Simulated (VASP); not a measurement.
**Al18H3C: single point with PBE+D3(BJ)**

The system is Al18H3C, a slab with vacuum.

```xyz
22
Lattice="5.7276 0.0000 0.0000 4.2957 7.4403 0.0000 0.0000 0.0000 15.6765" Properties=species:S:1:pos:R:3 pbc="T T T"
Al    1.4319    0.8267    1.0000
Al    4.2957    0.8267    1.0000
Al    2.8638    3.3068    1.0000
Al    5.7276    3.3068    1.0000
Al    4.2957    5.7869    1.0000
Al    7.1595    5.7869    1.0000
Al    0.0498    1.6321    3.2724
Al    2.8918    1.6668    3.2722
Al    1.4656    4.1545    3.3499
Al    4.3387    4.1235    3.3060
Al    2.9053    6.6085    3.2495
Al    5.7677    6.5855    3.3327
Al    0.0169    0.0254    5.5634
Al    2.9506    0.0514    5.5401
Al    1.4690    2.4159    5.5641
Al    4.3488    2.4452    5.5904
Al    2.9634    4.9988    5.5403
Al    5.7433    4.9491    5.7090
C     6.1669    5.0633    7.6932
H     7.1178    4.5546    7.9132
H     6.2551    6.1107    8.0136
H     5.3637    4.5727    8.2601
```

| Property | Result |
| --- | --- |
| Program | VASP 6.6.1 |
| Task | single point |
| Functional | PBE |
| Dispersion | D3(BJ) |
| Potentials or basis | VASP PAW PBE potentials, release 64 (Al, C, H) |
| Cutoff | 520 eV |
| k mesh | 3 × 2 × 1 |
| Occupations | gaussian, width 0.15 eV |
| Spin | no spin polarisation |
| Dipole correction | no |
| Further INCAR settings | LREAL = Auto; ALGO = Normal; EDIFF = 1e-06; NBANDS = 48 |

```yaml
Largest_force: 0.166 eV/Å
Band_gap_on_the_k_mesh: zero (an odd number of electrons rules out a gap without spin polarisation)
Dispersion_energy_per_atom: -0.200 eV
```

Forces on the atoms (eV/Å):
```
Al   0.080  0.067 -0.129
Al  -0.002  0.022 -0.154
Al  -0.025 -0.074 -0.009
Al   0.065 -0.070  0.039
Al  -0.008  0.011  0.077
Al   0.085  0.053  0.101
Al  -0.002  0.005  0.003
Al   0.001  0.005  0.003
Al  -0.004  0.005  0.006
Al   0.002  0.003  0.008
Al  -0.002  0.002  0.004
Al  -0.002  0.002  0.003
Al   0.000  0.003 -0.002
Al   0.001 -0.005  0.001
Al  -0.001  0.003  0.002
Al   0.000 -0.003 -0.002
Al  -0.010  0.006  0.002
Al  -0.003 -0.003  0.000
C   -0.025 -0.030  0.008
H   -0.029 -0.009  0.012
H   -0.046  0.016  0.019
H   -0.074 -0.011  0.009
```

Levels at points of the mesh, in eV from the Fermi level:
| k point | band 27 | band 28 | band 29 | band 30 | band 31 | band 32 | band 33 | band 34 | band 35 | band 36 |
| --- | --- | --- | --- | --- | --- | --- | --- | --- | --- | --- |
| (0.00, 0.00, 0.00) | -0.36 | -0.31 | -0.14 | -0.11 | -0.04 | 0.11 | 0.20 | 0.47 | 1.01 | 1.43 |
| (0.00, 0.50, 0.00) | -1.23 | -0.93 | -0.18 | -0.13 | -0.10 | 0.05 | 0.14 | 0.55 | 1.39 | 1.45 |

Wall time 7.4 min on 1 thread of Intel Xeon 8259CL, with other jobs on the host, peak memory 0.73 GiB.

Caveat: the k points lie up to 0.42 Å⁻¹ apart, too coarse for converged energies and pressures of a metal; there is no dipole correction, which matters where the two faces differ.
